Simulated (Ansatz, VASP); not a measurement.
## Two plane-wave programs on ZnF2

File INCAR:

```
SYSTEM = ZnF2
PREC     = Accurate       ! precision mode
ENCUT    = 520            ! plane-wave cutoff, eV
EDIFF    = 1E-8           ! SCF threshold, eV
ISMEAR   = -1             ! smearing method
SIGMA    = 0.01           ! smearing width, eV
LREAL    = .False.        ! projectors in reciprocal space
LASPH    = .True.         ! aspherical terms in the spheres
NELM     = 120            ! most SCF steps
ALGO     = Normal         ! electronic algorithm
ISIF     = 2              ! what is computed and relaxed
LWAVE    = .False.        ! write WAVECAR
LCHARG   = .False.        ! write CHGCAR
GGA      = PE             ! functional
LEFG     = .True.       
NBANDS   = 35             ! bands
GGA_COMPAT= .False.
```

File KPOINTS:

```
Automatic mesh
0
Gamma
  4 4 6
  0 0 0
```

File POSCAR:

```
ZnF2
1.0
    4.7038000000      0.0000000000      0.0000000000
    0.0000000000      4.7038000000      0.0000000000
    0.0000000000      0.0000000000      3.1336000000
Zn F
2 4
Direct
    0.0000000000      0.0000000000      0.0000000000
    0.5000000000      0.5000000000      0.5000000000
    0.3035000000      0.3035000000      0.0000000000
    0.1965000000      0.8035000000      0.5000000000
    0.6965000000      0.6965000000      0.0000000000
    0.8035000000      0.1965000000      0.5000000000
```

Input for Ansatz:

```yaml
crystal:
  lattice:
    - [4.7038, 0.0, 0.0]
    - [0.0, 4.7038, 0.0]
    - [0.0, 0.0, 3.1336]
  atoms:
    - { symbol: Zn, position: [0.0, 0.0, 0.0] }
    - { symbol: Zn, position: [0.5, 0.5, 0.5] }
    - { symbol: F, position: [0.3035, 0.3035, 0.0] }
    - { symbol: F, position: [0.1965, 0.8035, 0.5] }
    - { symbol: F, position: [0.6965, 0.6965, 0.0] }
    - { symbol: F, position: [0.8035, 0.1965, 0.5] }
kpoints:
  mp_grid: { grid: [4, 4, 6] }
  band_path:
    path:
      - [0.0, 0.0, 0.0]
      - [0.0, 0.5, 0.0]
      - [0.5, 0.5, 0.0]
      - [0.0, 0.0, 0.0]
      - [0.0, 0.0, 0.5]
      - [0.0, 0.5, 0.5]
      - [0.5, 0.5, 0.5]
      - [0.0, 0.0, 0.5]
      - [0.0, 0.5, 0.0]
    npoints: 8
scf:
  occupations: { method: fermi_dirac, width: 0.01 }
hamiltonian:
  xc: pbe
  pseudopotentials: { kind: paw }
output:
  forces: true
  stress: true
  eigenvalues: true
  efg: { contact_densities: true }
  populations: true
  bader: true
  dos: { projected: true, de: 0.2, e_range: [-14, 8] }
```

Alike in both runs: task electric field gradients; functional PBE; k mesh 4 × 4 × 6; occupations fermi-dirac, width 0.01 eV; no spin polarisation.

|  | VASP | Ansatz |
| --- | --- | --- |
| version | VASP 6.6.1 | Ansatz 0.2.0 |
| potentials or method | VASP PAW PBE potentials, release 64 (Zn, F) | PAW with Ansatz's default frozen-core files, scalar-relativistic |
| plane-wave cutoff (eV) | 520 | 420 |
| valence electrons in the cell | 52 | 52 |

Ansatz gave:

```
gap on the k mesh at the Fermi level (eV)                     : 3.58
pressure (GPa)                                                : 6.1
traceless stress, the component that is largest in VASP (GPa) : 0.45
rms of the force components (eV/Å)                            : 0.020
size of Vzz on the site where it differs most (V/Å²)          : 20.8
```

Q: Estimate VASP's values.

A: gap on the k mesh at the Fermi level (eV): 3.51; pressure (GPa): 6.7; traceless stress, the component that is largest in VASP (GPa): 0.66; rms of the force components (eV/Å): 0.026; size of Vzz on the site where it differs most (V/Å²): 22.3.

Atom by atom the forces differ by 0.005 eV/Å (rms over components).
